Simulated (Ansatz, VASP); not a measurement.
**Two plane-wave programs on Si2Mo**

INCAR

```
SYSTEM = Si2Mo
PREC = Accurate ; ENCUT = 520
EDIFF = 1E-6 ; ISMEAR = 0
SIGMA = 0.15 ; LREAL = .FALSE.
LASPH = .TRUE. ; NELM = 60
ALGO = Normal ; ISIF = 2
LWAVE = .FALSE. ; LCHARG = .FALSE.
GGA = PS ; NBANDS = 43
```

The input KPOINTS:

```
regular mesh
0
G
  12 12 6
  0 0 0
```

POSCAR

```
Si2Mo
1.0
    4.5744403908      0.0000000000      0.0000000000
   -2.2872201954      3.9615815865      0.0000000000
    0.0000000000      0.0000000000      6.5665572496
Si Mo
6 3
Direct
    0.1799445925      0.8200554075      0.8333333333
    0.2967830759      0.1483915379      0.1666666667
    0.8516084621      0.7032169241      0.5000000000
    0.8516084621      0.1483915379      0.8333333333
    0.6401108150      0.8200554075      0.1666666667
    0.1799445925      0.3598891850      0.5000000000
    0.5099679789      0.0199359578      0.5000000000
   -0.0199359578      0.4900320211      0.1666666667
    0.5099679789      0.4900320211      0.8333333333
```

Input for Ansatz:

```yaml
crystal:
  lattice:
    - [4.5744403908, 0.0, 0.0]
    - [-2.2872201954, 3.9615815865, 0.0]
    - [0.0, 0.0, 6.5665572496]
  atoms:
    - { symbol: Si, position: [0.1799445925, 0.8200554075, 0.8333333333] }
    - { symbol: Si, position: [0.2967830759, 0.1483915379, 0.1666666667] }
    - { symbol: Si, position: [0.8516084621, 0.7032169241, 0.5] }
    - { symbol: Si, position: [0.8516084621, 0.1483915379, 0.8333333333] }
    - { symbol: Si, position: [0.640110815, 0.8200554075, 0.1666666667] }
    - { symbol: Si, position: [0.1799445925, 0.359889185, 0.5] }
    - { symbol: Mo, position: [0.5099679789, 0.0199359578, 0.5] }
    - { symbol: Mo, position: [-0.0199359578, 0.4900320211, 0.1666666667] }
    - { symbol: Mo, position: [0.5099679789, 0.4900320211, 0.8333333333] }
basis:
  ecutwfc: 420
kpoints:
  mp_grid: { grid: [12, 12, 6] }
hamiltonian:
  xc: pbesol
scf:
  occupations: { method: gaussian, width: 0.15 }
output:
  forces: true
  stress: true
  eigenvalues: true
```

Change from the starting cell: mode 4 (193.4 1/cm) frozen in, largest displacement +0.125 Å.

Alike in both runs: task single point; functional PBEsol; k mesh 12 × 12 × 6; occupations gaussian, width 0.15 eV; no spin polarisation.

|  | VASP | Ansatz |
| --- | --- | --- |
| version | VASP 6.6.1 | Ansatz 0.2.0 |
| potentials or method | VASP PAW PBE potentials, release 64 (Si, Mo_sv), cutoff 520 eV | scalar-relativistic, plane waves, PAW |
| valence electrons in the cell | 66 | 66 |

```csv
,VASP,Ansatz,Ansatz less VASP
gap on the k mesh at the Fermi level (eV),none,none,-
pressure (GPa),0.5,0.1,-0.38
"traceless stress, the component that is largest in VASP (GPa)",0.34,0.32,-0.019
rms of the force components (eV/Å),0.403,0.404,+0.0013
```

VASP's potentials were made for PBE, not for PBEsol. Atom by atom the forces differ by 0.002 eV/Å (rms over components). A gap of «none» marks a metal or a gap that the smearing closes. With one functional, cell and mesh, what is left measures potentials, basis and numerics.
